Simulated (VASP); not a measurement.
Wanted: the native input for a VASP 6.6.1 run.

| Item | Value |
| --- | --- |
| Task | single point |
| Functional | revPBE |
| Potentials or basis | VASP PAW PBE potentials, release 64 (P) |
| Cutoff | 520 eV |
| k mesh | 16 × 16 × 16 |
| Occupations | fermi-dirac, width 0.1 eV |
| Spin | no spin polarisation |
| Dipole correction | no |
| Further INCAR settings | ALGO = Normal; EDIFF = 1e-07; NBANDS = 8 |

The structure of P lies in POSCAR:

```
P
1.0
   -1.5712768010      1.5712768010      1.5712768010
    1.5712768010     -1.5712768010      1.5712768010
    1.5712768010      1.5712768010     -1.5712768010
P
1
Direct
    0.0000000000      0.0000000000      0.0000000000
```

This cell differs from its parent crystal: volume scaled by 1.08.

The input as run:

INCAR

```
SYSTEM = P
PREC     = Accurate       ! precision mode
ENCUT    = 520            ! plane-wave cutoff, eV
EDIFF    = 1E-7           ! SCF threshold, eV
ISMEAR   = -1             ! smearing method
SIGMA    = 0.1            ! smearing width, eV
LREAL    = .FALSE.        ! projectors in reciprocal space
LASPH    = .TRUE.         ! aspherical terms in the spheres
NELM     = 60             ! most SCF steps
ALGO     = Normal         ! electronic algorithm
ISIF     = 2              ! what is computed and relaxed
LWAVE    = .FALSE.        ! write WAVECAR
LCHARG   = .FALSE.        ! write CHGCAR
GGA      = RE             ! functional
NBANDS   = 8              ! bands
```

KPOINTS

```
regular mesh
0
G
  16 16 16
  0 0 0
```

Potentials or basis: VASP PAW PBE potentials, release 64 (P).

Command:

```console
$ cat potpaw_PBE.64/P/POTCAR > POTCAR
$ mpirun -np 1 vasp_std > vasp.out
```

Results of the run:

* Pressure: -6.5 GPa

Caveat: the PAW data sets were made with another functional, which shifts forces and pressure a little.

Wall time 10 s on 1 thread of Intel(R) Xeon(R) Platinum 8488C (Sapphire Rapids), with other jobs on the host, peak memory 0.12 GiB.
